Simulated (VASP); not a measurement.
A run of VASP 6.6.1:

Contents of INCAR:

```
SYSTEM = TiAl3
PREC = Accurate ; ENCUT = 600
EDIFF = 1E-6 ; ISMEAR = -1
SIGMA = 0.15 ; LREAL = .FALSE.
LASPH = .TRUE. ; NELM = 80
ALGO = Fast ; ISIF = 3
LWAVE = .FALSE. ; LCHARG = .FALSE.
IBRION = 2 ; NSW = 80
EDIFFG = -0.001 ; PSTRESS = 50.0
```

The input KPOINTS:

```
regular mesh
0
G
  10 10 10
  0 0 0
```

The input POSCAR:

```
TiAl3
1.0
    3.9132288275      0.0000000000      0.0000000000
    0.0000000000      3.9132288275      0.0000000000
    0.0000000000      0.0000000000      3.9132288275
Ti Al
1 3
Direct
    0.0000000000      0.0000000000      0.0000000000
    0.5000000000      0.5000000000      0.0000000000
    0.5000000000      0.0000000000      0.5000000000
    0.0000000000      0.5000000000      0.5000000000
```

Potentials or basis: VASP PAW LDA potentials, release 64 (Ti_sv, Al).

Launch:

```sh
$ cat potpaw_LDA.64/Ti_sv/POTCAR potpaw_LDA.64/Al/POTCAR > POTCAR
$ mpirun -np 1 vasp_std > vasp.out
```

Hardware: 1 thread of Intel(R) Xeon(R) 6975P-C (Granite Rapids) (shared host).

Q: How long does it take, and how much memory?

A: Run time: 110 s on 1 thread of Intel(R) Xeon(R) 6975P-C (Granite Rapids), with other jobs on the host, peak memory 0.2 GiB. Counts: scf iterations 102, k points 56, ion steps 5.
